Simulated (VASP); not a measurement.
# TaN (P6/mmm) in VASP: single point with r2SCAN

Aim: the single point of TaN with r2SCAN.

All numbers are computed with VASP 6.6.1; they aren't measurements. Logs are shortened: lines on timing, memory, paths and dates and some standing lists are left out, and cuts for length are marked.

## Step 1: The cell of the first run

It takes space group P6/mmm (No. 191, hexagonal). Conventional cell: a = 5.247 Å, b = 5.247 Å, c = 2.899 Å, α = 90.00°, β = 90.00°, γ = 120.00°. Ta (site symmetry 6/mmm) has 6 N at 2.62 Å and 14 Ta at 2.90 to 3.36 Å within 3.5 Å. Ta (site symmetry -6m2) has 6 N at 2.10 Å and 2 Ta at 2.90 Å within 2.9 Å. N (site symmetry mmm) has 6 Ta at 2.10 to 2.62 Å and 6 N at 2.62 to 2.90 Å within 2.9 Å.

## Step 2: Single point, r2SCAN

POSCAR reads:

```
TaN
1.0
    5.2469989884      0.0000000000      0.0000000000
   -2.6234994942      4.5440344175      0.0000000000
    0.0000000000      0.0000000000      2.8992637015
Ta N
3 3
Direct
    0.0000000000      0.0000000000      0.0000000000
    0.3333333333      0.6666666667      0.5000000000
    0.6666666667      0.3333333333      0.5000000000
    0.5000000000      0.0000000000      0.0000000000
    0.5000000000      0.5000000000      0.0000000000
    0.0000000000      0.5000000000      0.0000000000
```

INCAR.step1 reads:

```
PREC = Accurate
ENCUT = 770
ISMEAR = -1
SIGMA = 0.1
LREAL = F
LASPH = T
NELM = 120
NBANDS = 36
GGA = PE
ALGO = Normal
EDIFF = 1E-5
LWAVE = T
LCHARG = F
GGA_COMPAT = F
```

INCAR.step2 reads:

```
PREC = Accurate
ENCUT = 770
EDIFF = 1E-6
ISMEAR = -1
SIGMA = 0.1
LREAL = F
LASPH = T
NELM = 120
ALGO = Normal
ISIF = 2
LWAVE = F
LCHARG = F
METAGGA = R2SCAN
LMIXTAU = T
NBANDS = 36
ISTART = 1
GGA_COMPAT = F
```

KPOINTS reads:

```
regular mesh
0
Gamma
  5 5 7
```

Potentials or basis: VASP PAW PBE potentials, release 64 (Ta_sv_GW, N).

Run with:

```bash
$ cat potpaw_PBE.64/Ta_sv_GW/POTCAR potpaw_PBE.64/N/POTCAR > POTCAR
$ cp INCAR.step1 INCAR
$ mpirun -np 1 vasp_std > vasp.out
$ cp INCAR.step2 INCAR
$ mpirun -np 1 vasp_std > vasp.out
```

OUTCAR:

```text
PREC = Accurate
   ENCUT = 770
   EDIFF = 1E-6
   ISMEAR = -1
   LREAL = F
   LASPH = T
   NELM = 120
   ISIF = 2
   METAGGA = R2SCAN
   ISTART = 1

 ion  position               nearest neighbor table
   1  0.000  0.000  0.000-
   2  0.333  0.667  0.500-   4 2.10   4 2.10   6 2.10   6 2.10   5 2.10   5 2.10   3 3.03   3 3.03
                             3 3.03
   3  0.667  0.333  0.500-   4 2.10   4 2.10   6 2.10   6 2.10   5 2.10   5 2.10   2 3.03   2 3.03
                             2 3.03
   4  0.500  0.000  0.000-   2 2.10   3 2.10   2 2.10   3 2.10
   5  0.500  0.500  0.000-   2 2.10   3 2.10   2 2.10   3 2.10
   6  0.000  0.500  0.000-   2 2.10   3 2.10   2 2.10   3 2.10

  LATTYP: Found a hexagonal cell.
 ALAT       =     5.2469989884
 C/A-ratio  =     0.5525565581

  Lattice vectors:

 A1 = (   5.2469989884,   0.0000000000,   0.0000000000)
 A2 = (  -2.6234994942,   4.5440344175,   0.0000000000)
 A3 = (   0.0000000000,   0.0000000000,   2.8992637015)

Analysis of symmetry for initial positions (statically):
=====================================================================
 Subroutine PRICEL returns:
 Original cell was already a primitive cell.

 Routine SETGRP: Setting up the symmetry group for a
 hexagonal supercell.

 Subroutine GETGRP returns: Found 24 space group operations
 (whereof 24 operations were pure point group operations)
 out of a pool of 24 trial point group operations.

The static configuration has the point symmetry D_6h.

Analysis of symmetry for dynamics (positions and initial velocities):
=====================================================================
 Subroutine PRICEL returns:
 Original cell was already a primitive cell.

 Routine SETGRP: Setting up the symmetry group for a
 hexagonal supercell.

 Subroutine GETGRP returns: Found 24 space group operations
 (whereof 24 operations were pure point group operations)
 out of a pool of 24 trial point group operations.

The dynamic configuration has the point symmetry D_6h.

 Subroutine INISYM returns: Found 24 space group operations
 (whereof 24 operations are pure point group operations),
 and found     1 'primitive' translations

----------------------------------------------------------------------------------------

                                     Primitive cell

  volume of cell :      69.1258

  direct lattice vectors                    reciprocal lattice vectors
     5.246998988  0.000000000  0.000000000     0.190585133  0.110034378  0.000000000
    -2.623499494  4.544034417  0.000000000     0.000000000  0.220068756  0.000000000
     0.000000000  0.000000000  2.899263701     0.000000000  0.000000000  0.344915159

  length of vectors
     5.246998988  5.246998988  2.899263701     0.220068756  0.220068756  0.344915159

  position of ions in fractional coordinates (direct lattice)
     0.000000000  0.000000000  0.000000000
     0.333333333  0.666666667  0.500000000
     0.666666667  0.333333333  0.500000000
     0.500000000  0.000000000  0.000000000
     0.500000000  0.500000000  0.000000000
     0.000000000  0.500000000  0.000000000

  ion indices of the primitive-cell ions
   primitive index   ion index
                 1           1
                 2           2
                 3           3
                 4           4
                 5           5
                 6           6

----------------------------------------------------------------------------------------

 KPOINTS: regular mesh

Automatic generation of k-mesh.
 Grid dimensions read from file:
 generate k-points for:    5    5    7

 Generating k-lattice:

  Cartesian coordinates                     Fractional coordinates (reciprocal lattice)
     0.038117027  0.022006876  0.000000000     0.200000000  0.000000000  0.000000000
     0.000000000  0.044013751  0.000000000     0.000000000  0.200000000  0.000000000
     0.000000000  0.000000000  0.049273594     0.000000000  0.000000000  0.142857143

  Length of vectors
     0.044013751  0.044013751  0.049273594

  Shift w.r.t. Gamma in fractional coordinates (k-lattice)
     0.000000000  0.000000000  0.000000000

 Subroutine IBZKPT returns following result:
 ===========================================

 Found     20 irreducible k-points:

 Following reciprocal coordinates:
            Coordinates               Weight
  0.000000  0.000000  0.000000      1.000000
  0.200000  0.000000  0.000000      6.000000
  0.400000  0.000000  0.000000      6.000000
  0.200000  0.200000  0.000000      6.000000
  0.400000  0.200000  0.000000      6.000000
  0.000000  0.000000  0.142857      2.000000
[... 12 lines left out ...]
  0.200000  0.200000  0.428571     12.000000
  0.400000  0.200000  0.428571     12.000000
   k-points           NKPTS =     20   k-points in BZ     NKDIM =     20   number of bands    NBANDS=     36
   number of dos      NEDOS =    301   number of ions     NIONS =      6
   total plane-waves  NPLWV =  64512
   dimension x,y,z NGX =    48 NGY =   48 NGZ =   28
   dimension x,y,z NGXF=    96 NGYF=   96 NGZF=   56
   ions per type =               3   3
   NGX,Y,Z   is equivalent  to a cutoff of  15.21, 15.21, 16.06 a.u.
   NGXF,Y,Z  is equivalent  to a cutoff of  30.42, 30.42, 32.11 a.u.
 SYSTEM =  unknown system
   PREC   = accura    normal or accurate (medium, high low for compatibility)
   ISTART =      1    job   : 0-new  1-cont  2-samecut
   ICHARG =      0    charge: 1-file 2-atom 10-const
   ISPIN  =      1    spin polarized calculation?
   LNONCOLLINEAR =      F non collinear calculations
   LSORBIT =      F    spin-orbit coupling
   LASPH  =      T    aspherical Exc in radial PAW
   ENCUT  =  770.0 eV  56.59 Ry    7.52 a.u.  11.87 11.87  6.56*2*pi/ulx,y,z
   NELM   =    120;   NELMIN=  2; NELMDL=  0     # of ELM steps
   EDIFF  = 0.1E-05   stopping-criterion for ELM
   LREAL  =      F    real-space projection
   EDIFFG = 0.1E-04   stopping-criterion for IOM
   NSW    =      0    number of steps for IOM
   IBRION =     -1    ionic relax: 0-MD 1-quasi-New 2-CG
   NFREE  =      0    steps in history (QN), initial steepest desc. (CG)
   ISIF   =      2    stress and relaxation
   ISYM   =      2    0-nonsym 1-usesym 2-fastsym
   POTIM  = 0.5000    time-step for ionic-motion
   TEBEG  =    0.0;   TEEND  =   0.0 temperature during run
   PSTRESS=    0.0 pullay stress
   NELECT =      54.0000    total number of electrons
   NUPDOWN=      -1.0000    fix difference up-down
   EMIN   =  10.00;   EMAX   =-10.00  energy-range for DOS
   EFERMI =   0.00;   METHOD = LEGACY
   ISMEAR =    -1;   SIGMA  =   0.10  broadening in eV -4-tet -1-fermi 0-gaus
   EFERMI_NEDOS =   21; number of points for ismear=-14 and -15
   IALGO  =     38    algorithm
   IMIX   =      4    mixing-type and parameters
     AMIX     =   0.40;   BMIX     =  1.00
     AMIX_MAG =   1.60;   BMIX_MAG =  1.00
  volume/ion in A,a.u.               =      11.52        77.75
  Fermi-wavevector in a.u.,A,eV,Ry     =   1.507738  2.849212 30.929783  2.273275
  Thomas-Fermi vector in A             =   2.618285
   LORBIT       =      0    0 simple, 1 ext, 2 COOP (PROOUT), +10 PAW based schemes
   METAGGA = R2SCAN    functional components
   LHFCALC =     F    Hartree Fock is set to
   AEXX    =    0.0000 exact exchange contribution
   IVDW    =     0    specifies the selected vdW correction
   LEPSILON=     F    determine dielectric tensor
   LRPA    =     F    only Hartree local field effects (RPA)
 non-spin polarized calculation
  energy-cutoff  :      770.00
  volume of cell :       69.13
 maximum number of plane-waves:      3391
 NGX is ok and might be reduce to    48
   NGX = 23   NGY = 23   NGZ = 13

 number of electron      54.0000002 magnetization

 Free energy of the ion-electron system (eV)
  ---------------------------------------------------
  ext. energy  EPLUGINS =         0.00000000
  ---------------------------------------------------
  free energy    TOTEN  =      -186.14436860 eV

  energy without entropy =     -186.11343741  energy(sigma->0) =     -186.12890300

 E-fermi :  12.1245     XC(G=0): -14.2118

 val. band max:       12.0929345602   @ k =   0.0000   0.0000   0.2857
 cond. band min:      12.1982693562   @ k =   0.2000   0.0000   0.4286
 fundamental gap:      0.1053347960
 Fermi energy:        12.1245414500

 k-point     1 :       0.0000    0.0000    0.0000
  band No.  band energies     occupation
      1     -59.5543      2.00000
      2     -59.5113      2.00000
      3     -59.0837      2.00000
      4     -25.6533      2.00000
      5     -25.6533      2.00000
      6     -25.2700      2.00000
[... 28 lines left out ...]
     35      15.2733      0.00000
     36      15.2734      0.00000

 k-point     2 :       0.2000    0.0000    0.0000
  band No.  band energies     occupation
      1     -59.5506      2.00000
      2     -59.5149      2.00000
      3     -59.0838      2.00000
      4     -25.6765      2.00000
      5     -25.6338      2.00000
      6     -25.2656      2.00000
[... 28 lines left out ...]
     35      15.4264      0.00000
     36      15.6545      0.00000

 k-point     3 :       0.4000    0.0000    0.0000
  band No.  band energies     occupation
      1     -59.5421      2.00000
      2     -59.5232      2.00000
      3     -59.0840      2.00000
      4     -25.7090      2.00000
      5     -25.5639      2.00000
      6     -25.3278      2.00000
[... 28 lines left out ...]
     35      15.6351      0.00000
     36      15.7217      0.00000
[... 586 lines left out ...]
 k-point    19 :       0.2000    0.2000    0.4286
  band No.  band energies     occupation
      1     -59.4969      2.00000
      2     -59.4747      2.00000
      3     -59.0425      2.00000
      4     -25.8899      2.00000
      5     -25.7636      2.00000
      6     -25.5214      2.00000
[... 28 lines left out ...]
     35      15.8342      0.00000
     36      17.2940      0.00000

 k-point    20 :       0.4000    0.2000    0.4286
  band No.  band energies     occupation
      1     -59.4901      2.00000
      2     -59.4816      2.00000
      3     -59.0425      2.00000
      4     -25.8563      2.00000
      5     -25.8027      2.00000
      6     -25.5350      2.00000
[... 28 lines left out ...]
     35      16.0790      0.00000
     36      17.8766      0.00000

------------------------ aborting loop because EDIFF is reached ----------------------------------------

  FORCE on cell =-STRESS in cart. coord.  units (eV):
  Direction    XX          YY          ZZ          XY          YZ          ZX
  --------------------------------------------------------------------------------------
  -------------------------------------------------------------------------------------
  Total        0.0606231      0.0606231      0.1111334      0.0000000      0.0000000      0.0000000
  in kB        1.4051042      1.4051042      2.5758173      0.0000000      0.0000000      0.0000000
  external PRESSURE =       1.7953419 kB  Pullay stress =       0.0000000 kB

 VOLUME and BASIS-vectors are now :
 -----------------------------------------------------------------------------
  energy-cutoff  :      770.00
  volume of cell :       69.13
      direct lattice vectors                 reciprocal lattice vectors
     5.246998988  0.000000000  0.000000000     0.190585133  0.110034378  0.000000000
    -2.623499494  4.544034417  0.000000000     0.000000000  0.220068756  0.000000000
     0.000000000  0.000000000  2.899263701     0.000000000  0.000000000  0.344915159

 POSITION                                       TOTAL-FORCE (eV/Angst)
 -----------------------------------------------------------------------------------
      0.00000      0.00000      0.00000        -0.000000      0.000000      0.000000
     -0.00000      3.02936      1.44963        -0.000000      0.000000      0.000000
      2.62350      1.51468      1.44963         0.000000      0.000000      0.000000
      2.62350      0.00000      0.00000        -0.000000      0.000000      0.000000
      1.31175      2.27202      0.00000        -0.000000      0.000000      0.000000
     -1.31175      2.27202      0.00000        -0.000000      0.000000      0.000000
 -----------------------------------------------------------------------------------
    total drift:                               -0.000000      0.000000     -0.000000

  FREE ENERGIE OF THE ION-ELECTRON SYSTEM (eV)
  ---------------------------------------------------
  free  energy   TOTEN  =      -186.1443685974 eV

  energy  without entropy=     -186.1134374120  energy(sigma->0) =     -186.12890300
```

Wall time 4.6 min (1 thread of Intel Xeon Platinum 8559C (Emerald Rapids), shared host); peak memory 0.31 GiB.

What came out:

```
Free energy            : -186.1444 eV
Pressure               : 0.2 GPa
Band gap on the k mesh : zero (bands 27 and 28 overlap by 2.05 eV)
```

Stress tensor (GPa, compression positive):
```
0.14 0.00 0.00
0.00 0.14 0.00
0.00 0.00 0.26
```

Levels at points of the mesh, in eV from the Fermi level:
```
           k point  band 24  band 25  band 26  band 27  band 28  band 29  band 30  band 31
(0.00, 0.00, 0.00)    -3.57    -2.93    -2.43    -1.33    -1.33     0.84     0.84     1.16
```

Caveat: the PAW data sets were made with another functional, which shifts forces and pressure a little; spin-orbit coupling is left out, which moves the levels of the heavy elements.

The gap in the log of VASP goes by the Fermi energy; the results here count the filled bands.